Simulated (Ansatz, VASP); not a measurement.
## One calculation of GeSb2Te4, two programs

```
CELL_PARAMETERS angstrom
2.15929 1.24667 13.22804
-2.15929 1.24667 13.22804
0.00000 -2.49333 13.22804
ATOMIC_POSITIONS crystal
Te 0.70897 0.70897 0.70897
Te 0.29103 0.29103 0.29103
Te 0.56968 0.56968 0.56968
Te 0.43032 0.43032 0.43032
Sb 0.85941 0.85941 0.85941
Sb 0.14059 0.14059 0.14059
Ge 0.00000 0.00000 0.00000
```

Alike in both runs: functional PBE; k mesh 7 × 7 × 7; occupations fermi-dirac, width 0.05 eV; no spin polarisation.

```csv
,VASP,Ansatz
version,VASP 6.6.1,Ansatz 0.2.0
potentials or method,"VASP PAW PBE potentials, release 64 (Te, Sb, Ge_d)",Ansatz PAW
plane-wave cutoff (eV),520,420
valence electrons in the cell,48,108
task,single point,band structure
```

```csv
,VASP,Ansatz,Ansatz less VASP
gap on the k mesh at the Fermi level (eV),none,none,-
pressure (GPa),-0.1,0.0,+0.02
"traceless stress, the component that is largest in VASP (GPa)",-0.14,-0.14,+0.001
rms of the force components (eV/Å),0.039,0.038,-0.0013
```

Atom by atom the forces differ by 0.006 eV/Å (rms over components). A gap of «none» marks a metal or a gap that the smearing closes. VASP's potentials hold 48 valence electrons a cell and Ansatz's 108, so a difference there can come from the potentials and not from the codes.

Spin-orbit coupling is off throughout.
